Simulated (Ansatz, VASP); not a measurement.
## Cd in VASP and in Ansatz

File INCAR:

```
  ALGO = Normal
  EDIFF = 1E-6
  ENCUT = 520
  GGA = PS
  ISIF = 2
  ISMEAR = 0
  LASPH = T
  LCHARG = F
  LREAL = F
  LWAVE = F
  NBANDS = 32
  NELM = 80
  PREC = Accurate
  SIGMA = 0.1
```

Contents of KPOINTS:

```
k-points
0
Gamma
  4 4 4
```

The input POSCAR:

```
Cd
1.0
   -3.4347503900      3.4347503900      3.5598668312
    3.4347503900     -3.4347503900      3.5598668312
    3.4347503900      3.4347503900     -3.5598668312
Cd
4
Direct
    0.8750000000      0.3292670000      0.9542670000
    0.3750000000      0.9207330000      0.0457330000
    0.6707330000      0.6250000000      0.5457330000
    0.0792670000      0.1250000000      0.4542670000
```

Input for Ansatz:

```yaml
crystal:
  lattice:
    - [-3.43475039, 3.43475039, 3.5598668312]
    - [3.43475039, -3.43475039, 3.5598668312]
    - [3.43475039, 3.43475039, -3.5598668312]
  atoms:
    - { symbol: Cd, position: [0.875, 0.329267, 0.954267] }
    - { symbol: Cd, position: [0.375, 0.920733, 0.045733] }
    - { symbol: Cd, position: [0.670733, 0.625, 0.545733] }
    - { symbol: Cd, position: [0.079267, 0.125, 0.454267] }
basis:
  ecutwfc: 420
kpoints:
  mp_grid: { grid: [4, 4, 4] }
hamiltonian:
  xc: pbesol
scf:
  occupations: { method: gaussian, width: 0.1 }
output:
  forces: true
  stress: true
  eigenvalues: true
```

Alike in both runs: task single point; functional PBEsol; k mesh 4 × 4 × 4; occupations gaussian, width 0.1 eV; no spin polarisation.

|  | VASP | Ansatz |
| --- | --- | --- |
| version | VASP 6.6.1 | Ansatz 0.2.0 |
| potentials or method | VASP PAW PBE potentials, release 64 (Cd), cutoff 520 eV | scalar-relativistic, plane waves, PAW |
| valence electrons in the cell | 48 | 80 |

|  | VASP | Ansatz | Ansatz less VASP |
| --- | --- | --- | --- |
| gap on the k mesh at the Fermi level (eV) | none | none | - |
| pressure (GPa) | -3.6 | -3.6 | -0.02 |
| traceless stress, the component that is largest in VASP (GPa) | -0.56 | -0.56 | -0.002 |
| rms of the force components (eV/Å) | 0.054 | 0.055 | +0.0008 |

VASP's potentials were made for PBE, not for PBEsol. Atom by atom the forces differ by 0.001 eV/Å (rms over components). A gap of «none» marks a metal or a gap that the smearing closes. VASP's potentials hold 48 valence electrons a cell and Ansatz's 80, so a difference there can come from the potentials and not from the codes.
